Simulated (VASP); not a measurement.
**AgI: single point with HSE06**

AgI:

```
Ag I
1.0
     0.00000    3.28863    3.28863
     3.28863    0.00000    3.28863
     3.28863    3.28863    0.00000
Ag I
1 1
Direct
  0.00000 0.00000 0.00000
  0.25000 0.25000 0.25000
```

```yaml
Program: VASP 6.6.1
Task: single point
Functional: HSE06
Potentials_or_basis: VASP PAW PBE potentials, release 64 (Ag, I)
Cutoff: 400 eV
k_mesh: 4 × 4 × 4
Occupations: gaussian, width 0.01 eV
Spin: no spin polarisation
Dipole_correction: no
Grid_for_exact_exchange_PRECFOCK: Normal
Further_INCAR_settings: ALGO = Normal; EDIFF = 1e-06; NBANDS = 16
Screening_parameter: 0.2079 1/Å
```

* Pressure: 0.4 GPa
* Band gap on the k mesh: 2.48 eV, direct

Levels at points of the mesh, in eV from the valence-band top:
| k point | band 6 | band 7 | band 8 | band 9 | band 10 | band 11 | band 12 | band 13 |
| --- | --- | --- | --- | --- | --- | --- | --- | --- |
| (0.00, 0.00, 0.00) | -3.57 | 0.00 | 0.00 | 0.00 | 2.48 | 7.00 | 7.00 | 7.00 |
| (0.50, 0.00, 0.00) | -3.55 | -3.44 | -0.71 | -0.71 | 3.96 | 7.44 | 7.44 | 8.32 |
| (0.50, 0.50, 0.00) | -3.45 | -2.82 | -1.79 | -1.79 | 4.69 | 5.03 | 9.66 | 10.96 |

Run time: 11 min on 1 thread of Intel Xeon 8259CL, on a shared host, peak memory 0.29 GiB.

Caveat: the PAW data sets were made with another functional, which shifts forces and pressure a little; spin-orbit coupling is left out, which moves the levels of the heavy elements.
